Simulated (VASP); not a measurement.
# Cr (Im-3m) in VASP: notebook

Runs on Cr. Level: PBEsol. Tasks: single point.

All numbers are computed with VASP 6.6.1; they aren't measurements. Logs are shortened: lines on timing, memory, paths and dates and some standing lists are left out, and cuts for length are marked.

### 1 The cell of the first run

Symmetry: Im-3m, No. 229, cubic system. Conventional cell: a = 2.815 Å, b = 2.815 Å, c = 2.815 Å, α = 90.00°, β = 90.00°, γ = 90.00°. Within 3.2 Å of Cr (site symmetry m-3m) lie 14 Cr at 2.44 to 2.81 Å.

### 2 Single point, PBEsol, collinear spin, antiferromagnetic start

File INCAR:

```
SYSTEM = Cr
PREC     = Accurate       ! precision mode
ENCUT    = 500            ! plane-wave cutoff, eV
EDIFF    = 1E-6           ! SCF threshold, eV
ISMEAR   = -1             ! smearing method
SIGMA    = 0.05           ! smearing width, eV
LREAL    = .False.        ! projectors in reciprocal space
LASPH    = .True.         ! aspherical terms in the spheres
NELM     = 200            ! most SCF steps
ALGO     = Normal         ! electronic algorithm
ISIF     = 2              ! what is computed and relaxed
LWAVE    = .False.        ! write WAVECAR
LCHARG   = .True.         ! write CHGCAR
ISPIN    = 2              ! spin polarisation
MAGMOM   = 1.5 -1.5       ! initial moments
LORBIT   = 11             ! projections on sites
LMAXMIX  = 4              ! l up to which the mixer works
GGA      = PS             ! functional
LELF     = .True.         ! ELF
LVHAR    = .True.       
NBANDS   = 23             ! bands
GGA_COMPAT= .False.
```

File KPOINTS:

```
Automatic mesh
0
Gamma
  18 18 18
  0 0 0
```

File POSCAR:

```
Cr
1.0
    2.8145335935      0.0000000000      0.0000000000
    0.0000000000      2.8145335935      0.0000000000
    0.0000000000      0.0000000000      2.8145335935
Cr
2
Direct
    0.0000000000      0.0000000000      0.0000000000
    0.5000000000      0.5000000000      0.5000000000
```

Potentials or basis: VASP PAW PBE potentials, release 64 (Cr_pv).

The run is started by

```
> cat potpaw_PBE.64/Cr_pv/POTCAR > POTCAR
> mpirun -np 1 vasp_std > vasp.out
```

OUTCAR:

```text
SYSTEM = Cr
   PREC = Accurate
   ENCUT = 500
   EDIFF = 1E-6
   ISMEAR = -1
   LREAL = .False.
   LASPH = .True.
   NELM = 200
   ISIF = 2
   ISPIN = 2
   LORBIT = 11
   GGA = PS

 ion  position               nearest neighbor table
   1  0.000  0.000  0.000-   2 2.44   2 2.44   2 2.44   2 2.44   2 2.44   2 2.44   2 2.44   2 2.44

   2  0.500  0.500  0.500-   1 2.44   1 2.44   1 2.44   1 2.44   1 2.44   1 2.44   1 2.44   1 2.44

  LATTYP: Found a simple cubic cell.
 ALAT       =     2.8145335935

  Lattice vectors:

 A1 = (   2.8145335935,   0.0000000000,   0.0000000000)
 A2 = (   0.0000000000,   2.8145335935,   0.0000000000)
 A3 = (   0.0000000000,   0.0000000000,   2.8145335935)

Analysis of symmetry for initial positions (statically):
=====================================================================
 Subroutine PRICEL returns following result:

  LATTYP: Found a body centered cubic cell.
 ALAT       =     2.8145335935

  Lattice vectors:

 A1 = (   1.4072667967,   1.4072667967,  -1.4072667967)
 A2 = (  -1.4072667967,   1.4072667967,   1.4072667967)
 A3 = (   1.4072667967,  -1.4072667967,   1.4072667967)

   2 primitive cells build up your supercell.

 Routine SETGRP: Setting up the symmetry group for a
 simple cubic supercell.

 Subroutine GETGRP returns: Found 48 space group operations
 (whereof 48 operations were pure point group operations)
 out of a pool of 48 trial point group operations.

The static configuration has the point symmetry O_h .

Analysis of symmetry for dynamics (positions and initial velocities):
=====================================================================
 Subroutine PRICEL returns following result:

  LATTYP: Found a body centered cubic cell.
 ALAT       =     2.8145335935

  Lattice vectors:

 A1 = (   1.4072667967,   1.4072667967,  -1.4072667967)
 A2 = (  -1.4072667967,   1.4072667967,   1.4072667967)
 A3 = (   1.4072667967,  -1.4072667967,   1.4072667967)

   2 primitive cells build up your supercell.

 Routine SETGRP: Setting up the symmetry group for a
 simple cubic supercell.

 Subroutine GETGRP returns: Found 48 space group operations
 (whereof 48 operations were pure point group operations)
 out of a pool of 48 trial point group operations.

The dynamic configuration has the point symmetry O_h .

Analysis of structural, dynamic, and magnetic symmetry:
=====================================================================
 Subroutine PRICEL returns following result:

  LATTYP: Found a body centered cubic cell.
 ALAT       =     2.8145335935

  Lattice vectors:

 A1 = (   1.4072667967,   1.4072667967,  -1.4072667967)
 A2 = (  -1.4072667967,   1.4072667967,   1.4072667967)
 A3 = (   1.4072667967,  -1.4072667967,   1.4072667967)

   2 primitive cells build up your supercell.

 Routine SETGRP: Setting up the symmetry group for a
 simple cubic supercell.

 Subroutine GETGRP returns: Found 48 space group operations
 (whereof 48 operations were pure point group operations)
 out of a pool of 48 trial point group operations.

The overall configuration has the point symmetry O_h .

 Subroutine INISYM returns: Found 48 space group operations
 (whereof 48 operations are pure point group operations),
 and found     2 'primitive' translations

----------------------------------------------------------------------------------------

                                     Primitive cell

  volume of cell :      11.1478

  direct lattice vectors                    reciprocal lattice vectors
     1.407266797  1.407266797 -1.407266797     0.355298655  0.355298655  0.000000000
    -1.407266797  1.407266797  1.407266797     0.000000000  0.355298655  0.355298655
     1.407266797 -1.407266797  1.407266797     0.355298655  0.000000000  0.355298655

  length of vectors
     2.437457592  2.437457592  2.437457592     0.502468176  0.502468176  0.502468176

  position of ions in fractional coordinates (direct lattice)
     0.000000000  0.000000000  0.000000000

  ion indices of the primitive-cell ions
   primitive index   ion index
                 1           1

----------------------------------------------------------------------------------------

 KPOINTS: Automatic mesh

Automatic generation of k-mesh.
 Grid dimensions read from file:
 generate k-points for:   18   18   18

 Generating k-lattice:

  Cartesian coordinates                     Fractional coordinates (reciprocal lattice)
     0.019738814  0.000000000  0.000000000     0.055555556  0.000000000  0.000000000
     0.000000000  0.019738814  0.000000000     0.000000000  0.055555556  0.000000000
     0.000000000  0.000000000  0.019738814     0.000000000  0.000000000  0.055555556

  Length of vectors
     0.019738814  0.019738814  0.019738814

  Shift w.r.t. Gamma in fractional coordinates (k-lattice)
     0.000000000  0.000000000  0.000000000

 Subroutine IBZKPT returns following result:
 ===========================================

 Found    220 irreducible k-points:

 Following reciprocal coordinates:
            Coordinates               Weight
  0.000000  0.000000  0.000000      1.000000
  0.055556  0.000000  0.000000      6.000000
  0.111111  0.000000  0.000000      6.000000
  0.166667  0.000000  0.000000      6.000000
  0.222222  0.000000  0.000000      6.000000
  0.277778  0.000000  0.000000      6.000000
[... 16 lines left out ...]
  0.277778  0.111111  0.000000     24.000000
  0.333333  0.111111  0.000000     24.000000
 [... further k-points ...]
   k-points           NKPTS =    220   k-points in BZ     NKDIM =    220   number of bands    NBANDS=     23
   number of dos      NEDOS =    301   number of ions     NIONS =      2
   total plane-waves  NPLWV =  13824
   dimension x,y,z NGX =    24 NGY =   24 NGZ =   24
   dimension x,y,z NGXF=    48 NGYF=   48 NGZF=   48
   ions per type =               2
   NGX,Y,Z   is equivalent  to a cutoff of  14.18, 14.18, 14.18 a.u.
   NGXF,Y,Z  is equivalent  to a cutoff of  28.35, 28.35, 28.35 a.u.
 SYSTEM =  Cr
   PREC   = accura    normal or accurate (medium, high low for compatibility)
   ISTART =      0    job   : 0-new  1-cont  2-samecut
   ICHARG =      2    charge: 1-file 2-atom 10-const
   ISPIN  =      2    spin polarized calculation?
   LNONCOLLINEAR =      F non collinear calculations
   LSORBIT =      F    spin-orbit coupling
   LASPH  =      T    aspherical Exc in radial PAW
   ENCUT  =  500.0 eV  36.75 Ry    6.06 a.u.   5.13  5.13  5.13*2*pi/ulx,y,z
   NELM   =    200;   NELMIN=  2; NELMDL= -5     # of ELM steps
   EDIFF  = 0.1E-05   stopping-criterion for ELM
   LREAL  =      F    real-space projection
   EDIFFG = 0.1E-04   stopping-criterion for IOM
   NSW    =      0    number of steps for IOM
   IBRION =     -1    ionic relax: 0-MD 1-quasi-New 2-CG
   NFREE  =      0    steps in history (QN), initial steepest desc. (CG)
   ISIF   =      2    stress and relaxation
   ISYM   =      2    0-nonsym 1-usesym 2-fastsym
   POTIM  = 0.5000    time-step for ionic-motion
   TEBEG  =    0.0;   TEEND  =   0.0 temperature during run
   PSTRESS=    0.0 pullay stress
   NELECT =      24.0000    total number of electrons
   NUPDOWN=      -1.0000    fix difference up-down
   EMIN   =  10.00;   EMAX   =-10.00  energy-range for DOS
   EFERMI =   0.00;   METHOD = LEGACY
   ISMEAR =    -1;   SIGMA  =   0.05  broadening in eV -4-tet -1-fermi 0-gaus
   EFERMI_NEDOS =   21; number of points for ismear=-14 and -15
   IALGO  =     38    algorithm
   IMIX   =      4    mixing-type and parameters
     AMIX     =   0.40;   BMIX     =  1.00
     AMIX_MAG =   1.60;   BMIX_MAG =  1.00
  volume/ion in A,a.u.               =      11.15        75.23
  Fermi-wavevector in a.u.,A,eV,Ry     =   1.677795  3.170572 38.300331  2.814995
  Thomas-Fermi vector in A             =   2.761998
   LORBIT       =     11    0 simple, 1 ext, 2 COOP (PROOUT), +10 PAW based schemes
   GGA     = PS    functional components
   LHFCALC =     F    Hartree Fock is set to
   AEXX    =    0.0000 exact exchange contribution
   IVDW    =     0    specifies the selected vdW correction
   LEPSILON=     F    determine dielectric tensor
   LRPA    =     F    only Hartree local field effects (RPA)
 spin polarized calculation
  energy-cutoff  :      500.00
  volume of cell :       22.30
 maximum number of plane-waves:       587
 NGX is ok and might be reduce to    24
   NGX = 11   NGY = 11   NGZ = 11

 number of electron      24.0000016 magnetization      -0.0000000

 number of electron      24.0000016 magnetization       0.0000000

 Free energy of the ion-electron system (eV)
  ---------------------------------------------------
  ext. energy  EPLUGINS =         0.00000000
  ---------------------------------------------------
  free energy    TOTEN  =       -20.49028638 eV

  energy without entropy =      -20.47974407  energy(sigma->0) =      -20.48501522

 E-fermi :  11.3335     XC(G=0): -14.0404

 val. band max:       11.3327357706   @ k =   0.3333   0.0556   0.0556
 cond. band min:      11.3441520977   @ k =   0.5000   0.3889   0.0556
 fundamental gap:      0.0114163271
 Fermi energy:        11.3335477337

 spin component 1

 k-point     1 :       0.0000    0.0000    0.0000
  band No.  band energies     occupation
      1     -31.9408      1.00000
      2     -31.9408      1.00000
      3     -31.9408      1.00000
      4     -31.1075      1.00000
      5     -31.1075      1.00000
      6     -31.1075      1.00000
[... 15 lines left out ...]
     22      22.2372      0.00000
     23      29.2149      0.00000

 k-point     2 :       0.0556    0.0000    0.0000
  band No.  band energies     occupation
      1     -31.9421      1.00000
      2     -31.9359      1.00000
      3     -31.9359      1.00000
      4     -31.1182      1.00000
      5     -31.1117      1.00000
      6     -31.1117      1.00000
[... 15 lines left out ...]
     22      22.4033      0.00000
     23      29.2172      0.00000
[... 544 lines left out ...]
     22      25.8862      0.00000
     23      29.7028      0.00000

 k-point    24 :       0.3333    0.1111    0.0000
  band No.  band energies     occupation
      1     -32.0093      1.00000
      2     -31.8087      1.00000
      3     -31.7894      1.00000
      4     -31.4059      1.00000
      5     -31.2382      1.00000
      6     -31.1942      1.00000
[... 15 lines left out ...]
     22      26.9751      0.00000
     23      29.7499      0.00000

 [... further k-points ...]

 spin component 2

 k-point     1 :       0.0000    0.0000    0.0000
  band No.  band energies     occupation
      1     -31.9408      1.00000
      2     -31.9408      1.00000
      3     -31.9408      1.00000
      4     -31.1075      1.00000
      5     -31.1075      1.00000
      6     -31.1075      1.00000
[... 15 lines left out ...]
     22      22.2372      0.00000
     23      29.2149      0.00000

 k-point     2 :       0.0556    0.0000    0.0000
  band No.  band energies     occupation
      1     -31.9421      1.00000
      2     -31.9359      1.00000
      3     -31.9359      1.00000
      4     -31.1182      1.00000
      5     -31.1117      1.00000
      6     -31.1117      1.00000
[... 15 lines left out ...]
     22      22.4033      0.00000
     23      29.2172      0.00000
[... 544 lines left out ...]
     22      25.8862      0.00000
     23      29.7028      0.00000

 k-point    24 :       0.3333    0.1111    0.0000
  band No.  band energies     occupation
      1     -32.0093      1.00000
      2     -31.8087      1.00000
      3     -31.7894      1.00000
      4     -31.4059      1.00000
      5     -31.2382      1.00000
      6     -31.1942      1.00000
[... 15 lines left out ...]
     22      26.9751      0.00000
     23      29.7499      0.00000

 [... further k-points ...]
[... 5 lines left out ...]
  --------------------------------------------------------------------------------------
  -------------------------------------------------------------------------------------
  Total        0.0482343      0.0482343      0.0482343     -0.0000000      0.0000000     -0.0000000
  in kB        3.4661508      3.4661508      3.4661508     -0.0000000      0.0000000     -0.0000000
  external PRESSURE =       3.4661508 kB  Pullay stress =       0.0000000 kB

 VOLUME and BASIS-vectors are now :
 -----------------------------------------------------------------------------
  energy-cutoff  :      500.00
  volume of cell :       22.30
      direct lattice vectors                 reciprocal lattice vectors
     2.814533594  0.000000000  0.000000000     0.355298655  0.000000000  0.000000000
     0.000000000  2.814533594  0.000000000     0.000000000  0.355298655  0.000000000
     0.000000000  0.000000000  2.814533594     0.000000000  0.000000000  0.355298655

 POSITION                                       TOTAL-FORCE (eV/Angst)
 -----------------------------------------------------------------------------------
      0.00000      0.00000      0.00000         0.000000      0.000000      0.000000
      1.40727      1.40727      1.40727        -0.000000     -0.000000     -0.000000
 -----------------------------------------------------------------------------------
    total drift:                                0.000000      0.000000     -0.000000

  FREE ENERGIE OF THE ION-ELECTRON SYSTEM (eV)
  ---------------------------------------------------
  free  energy   TOTEN  =       -20.4902863806 eV

  energy  without entropy=      -20.4797440681  energy(sigma->0) =      -20.48501522

 total charge

# of ion       s       p       d       tot
------------------------------------------
    1        0.443   6.431   4.261  11.135
    2        0.443   6.431   4.261  11.135
--------------------------------------------------
tot          0.887  12.862   8.522  22.271

 magnetization (x)

# of ion       s       p       d       tot
------------------------------------------
    1        0.004   0.002   0.435   0.441
    2       -0.004  -0.002  -0.435  -0.441
--------------------------------------------------
tot         -0.000   0.000   0.000  -0.000
```

Wall time 6.2 min (1 thread of Oxide Virtual Turin-like, shared host); peak memory 0.22 GiB.

What came out:

* Free energy: -20.4903 eV
* Pressure: 0.3 GPa
* Band gap on the k mesh: zero (filled and empty bands overlap)
* Net moment: 0.00 μB per cell
* Site moments: Cr +0.44, -0.44 μB
* Valence electrons inside the program's atomic spheres: Cr 11.13

Caveat: an empty level that is flat over the whole mesh can mark a ghost state of the potentials, or a narrow d or f band; the antiferromagnetic order is the one typed at the start, and another may lie lower; the PAW data sets were made with another functional, which shifts forces and pressure a little.

(Part 1 of 2 ends here.)
